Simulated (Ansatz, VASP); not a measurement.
One calculation of Cu, two programs

File INCAR:

```
ALGO     = Normal         # electronic algorithm
EDIFF    = 1E-6           # SCF threshold, eV
ENCUT    = 520            # plane-wave cutoff, eV
GGA      = RE             # functional
ISIF     = 2              # what is computed and relaxed
ISMEAR   = -1             # smearing method
LASPH    = True           # aspherical terms in the spheres
LCHARG   = False          # write CHGCAR
LREAL    = False          # projectors in reciprocal space
LWAVE    = False          # write WAVECAR
NBANDS   = 30             # bands
NELM     = 100            # most SCF steps
PREC     = Accurate       # precision mode
SIGMA    = 0.1            # smearing width, eV
```

KPOINTS

```
k-points
0
Gamma
  16 16 5
```

File POSCAR:

```
Cu
1.0
    2.5187512392      0.0000000000      0.0000000000
   -1.2593756196      2.1813025590      0.0000000000
    0.0000000000      0.0000000000      8.2241929391
Cu
4
Direct
    0.0000000000      0.0000000000      0.0000000000
    0.0000000000      0.0000000000      0.5000000000
    0.3333333333      0.6666666667      0.2500000000
    0.6666666667      0.3333333333      0.7500000000
```

Input for Ansatz:

```yaml
crystal:
  lattice:
    - [2.5187512392, 0.0, 0.0]
    - [-1.2593756196, 2.181302559, 0.0]
    - [0.0, 0.0, 8.2241929391]
  atoms:
    - { symbol: Cu, position: [0.0, 0.0, 0.0] }
    - { symbol: Cu, position: [0.0, 0.0, 0.5] }
    - { symbol: Cu, position: [0.3333333333, 0.6666666667, 0.25] }
    - { symbol: Cu, position: [0.6666666667, 0.3333333333, 0.75] }
hamiltonian:
  xc: revpbe
  pseudopotentials:
    kind: paw
    azcp:
      Cu: "pseudopotentials/Cu.paw.azcp"
basis:
  ecutwfc: 420
  fft_grid_basis: typed
kpoints:
  mp_grid: { grid: [16, 16, 5], shift: [0, 0, 0] }
magnetization:
  spin_polarized: false
scf:
  occupations: { method: fermi_dirac, width: 0.1 }
  lower_state_search: "off"
output:
  stress: true
  write_density: true
  write_potential: true
  elf: true
  volumetric_format: npy
```

Alike in both runs: task single point; functional revPBE; k mesh 16 × 16 × 5; occupations fermi-dirac, width 0.1 eV; no spin polarisation.

|  | VASP | Ansatz |
| --- | --- | --- |
| version | VASP 6.6.1 | Ansatz 0.2.0 |
| potentials or method | VASP PAW PBE potentials, release 64 (Cu), cutoff 520 eV | plane waves (420 eV) with PAW, scalar-relativistic |
| valence electrons in the cell | 44 | 76 |

```tsv
	VASP	Ansatz	Ansatz less VASP
pressure (GPa)	13.9	13.2	-0.69
traceless stress, the component that is largest in VASP (GPa)	0.08	0.10	+0.024
```

VASP's potentials were made for PBE, not for revPBE. VASP's potentials hold 44 valence electrons a cell and Ansatz's 76, so a difference there can come from the potentials and not from the codes.
